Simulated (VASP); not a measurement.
# CsB3N3 (P1) in VASP: single point with PBE

Aim: the single point of CsB3N3 with PBE.

All numbers are computed with VASP 6.6.1; they aren't measurements. Logs are shortened: lines on timing, memory, paths and dates and some standing lists are left out, and cuts for length are marked.

### 1 The cell of the first run

The typed cell holds 7 atoms: a = 4.372 Å, b = 4.372 Å, c = 9.856 Å, α = 88.21°, β = 89.69°, γ = 119.99°.

### 2 Single point, PBE

File INCAR:

```
PREC = Accurate
ENCUT = 520
EDIFF = 1E-6
ISMEAR = 0
SIGMA = 0.2
LREAL = False
LASPH = True
NELM = 80
ALGO = Fast
ISIF = 2
LWAVE = False
LCHARG = False
GGA = PE
NBANDS = 26
```

File KPOINTS:

```
regular mesh
0
Gamma
  6 6 2
```

File POSCAR:

```
CsB3N3
1.0
    4.3717156959      0.0001948569      0.0129400172
   -2.1856139404      3.7855752808      0.0710903517
    0.0247376939      0.1845141063      9.8543222294
Cs B N
1 3 3
Direct
   -0.0042093090     -0.0012497605      0.5020790503
    0.3340614676      0.6669052819     -0.0002875968
    0.6673534452      0.3334867701     -0.0003598372
    0.0007452413      0.0002626179     -0.0002764894
    0.3339762443      0.0002425484     -0.0003502498
    0.0006641217      0.3334788006     -0.0002875162
    0.6674087888      0.6668737415     -0.0005173611
```

Potentials or basis: VASP PAW PBE potentials, release 64 (Cs_sv, B, N).

The run is started by

```sh
cat potpaw_PBE.64/Cs_sv/POTCAR potpaw_PBE.64/B/POTCAR potpaw_PBE.64/N/POTCAR > POTCAR
mpirun -np 1 vasp_std > vasp.out
```

OUTCAR:

```text
PREC = Accurate
   ENCUT = 520
   EDIFF = 1E-6
   ISMEAR = 0
   LREAL = False
   LASPH = True
   NELM = 80
   ISIF = 2
   GGA = PE

 ion  position               nearest neighbor table
   1  0.996  0.999  0.502-
   2  0.334  0.667  1.000-   7 1.46   5 1.46   6 1.46
   3  0.667  0.333  1.000-   6 1.46   7 1.46   5 1.46
   4  0.001  0.000  1.000-   5 1.46   6 1.46   7 1.46
   5  0.334  0.000  1.000-   4 1.46   3 1.46   2 1.46
   6  0.001  0.333  1.000-   4 1.46   3 1.46   2 1.46
   7  0.667  0.667  0.999-   3 1.46   2 1.46   4 1.46

  LATTYP: Found a triclinic cell.
 ALAT       =     4.3724315345
 B/A-ratio  =     0.9998406645
 C/A-ratio  =     2.2541417704
 COS(alpha) =     0.0054701143
 COS(beta)  =     0.0366786882
 COS(gamma) =     0.5000672104

  Lattice vectors:

 A1 = (  -2.1861017555,  -3.7857701377,  -0.0840303689)
 A2 = (  -4.3717156959,  -0.0001948569,  -0.0129400172)
 A3 = (  -0.0247376939,  -0.1845141063,  -9.8543222294)

Analysis of symmetry for initial positions (statically):
=====================================================================
 Subroutine PRICEL returns:
 Original cell was already a primitive cell.

 Routine SETGRP: Setting up the symmetry group for a
 triclinic supercell.

 Subroutine GETGRP returns: Found  1 space group operations
 (whereof  1 operations were pure point group operations)
 out of a pool of  2 trial point group operations.

The static configuration has the point symmetry C_1 .

Analysis of symmetry for dynamics (positions and initial velocities):
=====================================================================
 Subroutine PRICEL returns:
 Original cell was already a primitive cell.

 Routine SETGRP: Setting up the symmetry group for a
 triclinic supercell.

 Subroutine GETGRP returns: Found  1 space group operations
 (whereof  1 operations were pure point group operations)
 out of a pool of  2 trial point group operations.

The dynamic configuration has the point symmetry C_1 .

 Subroutine INISYM returns: Found  1 space group operations
 (whereof  1 operations are pure point group operations),
 and found     1 'primitive' translations

----------------------------------------------------------------------------------------

                                     Primitive cell

  volume of cell :     163.0241

  direct lattice vectors                    reciprocal lattice vectors
     4.371715696  0.000194857  0.012940017     0.228746279  0.132124635 -0.003048156
    -2.185613940  3.785575281  0.071090352     0.000002867  0.264255218 -0.004947970
     0.024737694  0.184514106  9.854322229    -0.000300395 -0.002079868  0.101518011

  length of vectors
     4.371734851  4.371789375  9.856080560     0.264179996  0.264301537  0.101539759

  position of ions in fractional coordinates (direct lattice)
     0.995790691  0.998750239  0.502079050
     0.334061468  0.666905282  0.999712403
     0.667353445  0.333486770  0.999640163
     0.000745241  0.000262618  0.999723511
     0.333976244  0.000242548  0.999649750
     0.000664122  0.333478801  0.999712484
     0.667408789  0.666873741  0.999482639

  ion indices of the primitive-cell ions
   primitive index   ion index
                 1           1
                 2           2
                 3           3
                 4           4
                 5           5
                 6           6
                 7           7

----------------------------------------------------------------------------------------

 KPOINTS: regular mesh

Automatic generation of k-mesh.
 Grid dimensions read from file:
 generate k-points for:    6    6    2

 Generating k-lattice:

  Cartesian coordinates                     Fractional coordinates (reciprocal lattice)
     0.038124380  0.022020772 -0.000508026     0.166666667  0.000000000 -0.000000000
     0.000000478  0.044042536 -0.000824662     0.000000000  0.166666667  0.000000000
    -0.000150197 -0.001039934  0.050759006     0.000000000  0.000000000  0.500000000

  Length of vectors
     0.044029999  0.044050256  0.050769880

  Shift w.r.t. Gamma in fractional coordinates (k-lattice)
     0.000000000  0.000000000  0.000000000

 Subroutine IBZKPT returns following result:
 ===========================================

 Found     40 irreducible k-points:

 Following reciprocal coordinates:
            Coordinates               Weight
  0.000000  0.000000  0.000000      1.000000
  0.166667 -0.000000  0.000000      2.000000
  0.333333 -0.000000  0.000000      2.000000
  0.500000 -0.000000 -0.000000      1.000000
 -0.000000  0.166667 -0.000000      2.000000
  0.166667  0.166667  0.000000      2.000000
[... 16 lines left out ...]
  0.333333 -0.000000  0.500000      2.000000
  0.500000 -0.000000  0.500000      1.000000
 [... further k-points ...]
   k-points           NKPTS =     40   k-points in BZ     NKDIM =     40   number of bands    NBANDS=     26
   number of dos      NEDOS =    301   number of ions     NIONS =      7
   total plane-waves  NPLWV = 103680
   dimension x,y,z NGX =    36 NGY =   36 NGZ =   80
   dimension x,y,z NGXF=    72 NGYF=   72 NGZF=  160
   ions per type =               1   3   3
   NGX,Y,Z   is equivalent  to a cutoff of  13.69, 13.69, 13.49 a.u.
   NGXF,Y,Z  is equivalent  to a cutoff of  27.38, 27.38, 26.99 a.u.
 SYSTEM =  unknown system
   PREC   = accura    normal or accurate (medium, high low for compatibility)
   ISTART =      0    job   : 0-new  1-cont  2-samecut
   ICHARG =      2    charge: 1-file 2-atom 10-const
   ISPIN  =      1    spin polarized calculation?
   LNONCOLLINEAR =      F non collinear calculations
   LSORBIT =      F    spin-orbit coupling
   LASPH  =      T    aspherical Exc in radial PAW
   ENCUT  =  520.0 eV  38.22 Ry    6.18 a.u.   8.13  8.13 18.33*2*pi/ulx,y,z
   NELM   =     80;   NELMIN=  2; NELMDL= -5     # of ELM steps
   EDIFF  = 0.1E-05   stopping-criterion for ELM
   LREAL  =      F    real-space projection
   EDIFFG = 0.1E-04   stopping-criterion for IOM
   NSW    =      0    number of steps for IOM
   IBRION =     -1    ionic relax: 0-MD 1-quasi-New 2-CG
   NFREE  =      0    steps in history (QN), initial steepest desc. (CG)
   ISIF   =      2    stress and relaxation
   ISYM   =      2    0-nonsym 1-usesym 2-fastsym
   POTIM  = 0.5000    time-step for ionic-motion
   TEBEG  =    0.0;   TEEND  =   0.0 temperature during run
   PSTRESS=    0.0 pullay stress
   NELECT =      33.0000    total number of electrons
   NUPDOWN=      -1.0000    fix difference up-down
   EMIN   =  10.00;   EMAX   =-10.00  energy-range for DOS
   EFERMI =   0.00;   METHOD = LEGACY
   ISMEAR =     0;   SIGMA  =   0.20  broadening in eV -4-tet -1-fermi 0-gaus
   EFERMI_NEDOS =   21; number of points for ismear=-14 and -15
   IALGO  =     68    algorithm
   IMIX   =      4    mixing-type and parameters
     AMIX     =   0.40;   BMIX     =  1.00
     AMIX_MAG =   1.60;   BMIX_MAG =  1.00
  volume/ion in A,a.u.               =      23.29       157.16
  Fermi-wavevector in a.u.,A,eV,Ry     =   0.961233  1.816468 12.571370  0.923970
  Thomas-Fermi vector in A             =   2.090587
   LORBIT       =      0    0 simple, 1 ext, 2 COOP (PROOUT), +10 PAW based schemes
   GGA     = PE    functional components
   LHFCALC =     F    Hartree Fock is set to
   AEXX    =    0.0000 exact exchange contribution
   IVDW    =     0    specifies the selected vdW correction
   LEPSILON=     F    determine dielectric tensor
   LRPA    =     F    only Hartree local field effects (RPA)
 non-spin polarized calculation
 RMM-DIIS sequential band-by-band and
 Gauss-broadening in eV      SIGMA  =   0.20
  energy-cutoff  :      520.00
  volume of cell :      163.02
 maximum number of plane-waves:      4403
 NGX is ok and might be reduce to    36
   NGX = 17   NGY = 17   NGZ = 37

 number of electron      33.0000000 magnetization

 Free energy of the ion-electron system (eV)
  ---------------------------------------------------
  ext. energy  EPLUGINS =         0.00000000
  ---------------------------------------------------
  free energy    TOTEN  =       -53.22527677 eV

  energy without entropy =      -53.19468056  energy(sigma->0) =      -53.20997867

 E-fermi :   2.5884     XC(G=0):  -6.9664

 val. band max:        2.5409505955   @ k =  -0.3333   0.3333   0.5000
 cond. band min:       2.6331487573   @ k =   0.5000   0.5000  -0.0000
 fundamental gap:      0.0921981618
 Fermi energy:         2.5884088748

 k-point     1 :       0.0000    0.0000    0.0000
  band No.  band energies     occupation
      1     -21.5470      2.00000
      2     -18.7042      2.00000
      3     -15.1291      2.00000
      4     -15.1268      2.00000
      5      -8.9518      2.00000
      6      -8.9513      2.00000
[... 18 lines left out ...]
     25      10.2171      0.00000
     26      10.2642      0.00000

 k-point     2 :       0.1667   -0.0000    0.0000
  band No.  band energies     occupation
      1     -21.5290      2.00000
      2     -18.5294      2.00000
      3     -15.4336      2.00000
      4     -15.3098      2.00000
      5      -9.4087      2.00000
      6      -9.0006      2.00000
[... 18 lines left out ...]
     25       7.1209      0.00000
     26      10.2041      0.00000

 k-point     3 :       0.3333   -0.0000    0.0000
  band No.  band energies     occupation
      1     -21.4927      2.00000
      2     -18.0186      2.00000
      3     -16.2636      2.00000
      4     -15.5784      2.00000
      5      -9.8266      2.00000
      6      -8.5800      2.00000
[... 572 lines left out ...]
 k-point    23 :       0.3333   -0.0000    0.5000
  band No.  band energies     occupation
      1     -21.4927      2.00000
      2     -18.0186      2.00000
      3     -16.2635      2.00000
      4     -15.5783      2.00000
      5      -9.8266      2.00000
      6      -8.5801      2.00000
[... 18 lines left out ...]
     25       7.9813      0.00000
     26       9.1823      0.00000

 k-point    24 :       0.5000   -0.0000    0.5000
  band No.  band energies     occupation
      1     -21.4743      2.00000
      2     -17.2226      2.00000
      3     -17.2202      2.00000
      4     -15.6896      2.00000
      5      -9.9703      2.00000
      6      -8.7542      2.00000
[... 18 lines left out ...]
     25       7.2918      0.00000
     26       8.2886      0.00000

 [... further k-points ...]

------------------------ aborting loop because EDIFF is reached ----------------------------------------

  FORCE on cell =-STRESS in cart. coord.  units (eV):
  Direction    XX          YY          ZZ          XY          YZ          ZX
  --------------------------------------------------------------------------------------
  -------------------------------------------------------------------------------------
  Total       -0.1282221     -0.1643744     -0.0507923     -0.0243343      0.0028142     -0.0001033
  in kB       -1.2601482     -1.6154475     -0.4991793     -0.2391542      0.0276575     -0.0010156
  external PRESSURE =      -1.1249250 kB  Pullay stress =       0.0000000 kB

 VOLUME and BASIS-vectors are now :
 -----------------------------------------------------------------------------
  energy-cutoff  :      520.00
  volume of cell :      163.02
      direct lattice vectors                 reciprocal lattice vectors
     4.371715696  0.000194857  0.012940017     0.228746279  0.132124635 -0.003048156
    -2.185613940  3.785575281  0.071090352     0.000002867  0.264255218 -0.004947970
     0.024737694  0.184514106  9.854322229    -0.000300395 -0.002079868  0.101518011

 POSITION                                       TOTAL-FORCE (eV/Angst)
 -----------------------------------------------------------------------------------
      2.18285      3.87368      5.03154         0.000184      0.000000     -0.000961
      0.02755      2.70915      9.90322        -0.004771     -0.007721     -0.011947
      2.21333      1.44702      9.88312        -0.004705      0.005293     -0.002446
      0.02741      0.18546      9.85163        -0.008473     -0.014739     -0.011035
      1.48425      0.18543      9.85521         0.008801     -0.005879      0.007305
     -0.70122      1.44687      9.87520         0.008336      0.007436      0.006731
      1.48492      2.70905      9.90527         0.000627      0.015608      0.012354
 -----------------------------------------------------------------------------------
    total drift:                                0.000168     -0.000052      0.000007

  FREE ENERGIE OF THE ION-ELECTRON SYSTEM (eV)
  ---------------------------------------------------
  free  energy   TOTEN  =       -53.2252767694 eV

  energy  without entropy=      -53.1946805633  energy(sigma->0) =      -53.20997867
```

Wall time 5.4 min (1 thread of Oxide Virtual Turin-like, shared host); peak memory 0.36 GiB.

What came out:

* Free energy: -53.2253 eV
* Pressure: -0.1 GPa
* Largest force: 0.020 eV/Å
* Band gap on the k mesh: zero (an odd number of electrons rules out a gap without spin polarisation)

Forces in eV/Å, atoms in the order of the input:
```
Cs   0.000  0.000 -0.001
B   -0.005 -0.008 -0.012
B   -0.005  0.005 -0.002
B   -0.008 -0.015 -0.011
N    0.009 -0.006  0.007
N    0.008  0.007  0.007
N    0.001  0.016  0.012
```

Levels at points of the mesh, in eV from the Fermi level:
```
           k point  band 13  band 14  band 15  band 16  band 17  band 18  band 19  band 20
(0.00, 0.00, 0.00)    -5.13    -5.13    -3.77    -3.77    -1.60     0.62     0.83     0.85
(0.50, 0.00, 0.00)    -7.66    -6.90    -6.89    -4.66     0.05     0.73     0.94     1.86
(0.00, 0.50, 0.00)    -7.66    -6.90    -6.89    -4.66     0.05     0.73     0.94     1.86
(0.50, 0.50, 0.00)    -7.66    -6.90    -6.89    -4.66     0.04     0.73     0.95     1.86
(0.00, 0.00, 0.50)    -5.13    -5.13    -3.77    -3.77    -1.45     0.19     0.81     0.85
(0.50, 0.00, 0.50)    -7.66    -6.90    -6.89    -4.66     0.07     0.58     0.95     2.13
(0.00, 0.50, 0.50)    -7.66    -6.90    -6.89    -4.66     0.07     0.58     0.95     2.12
(0.50, 0.50, 0.50)    -7.66    -6.90    -6.89    -4.66     0.07     0.58     0.95     2.13
```

Caveat: spin-orbit coupling is left out, which moves the levels of the heavy elements.

The gap in the log of VASP goes by the Fermi energy; the results here count the filled bands.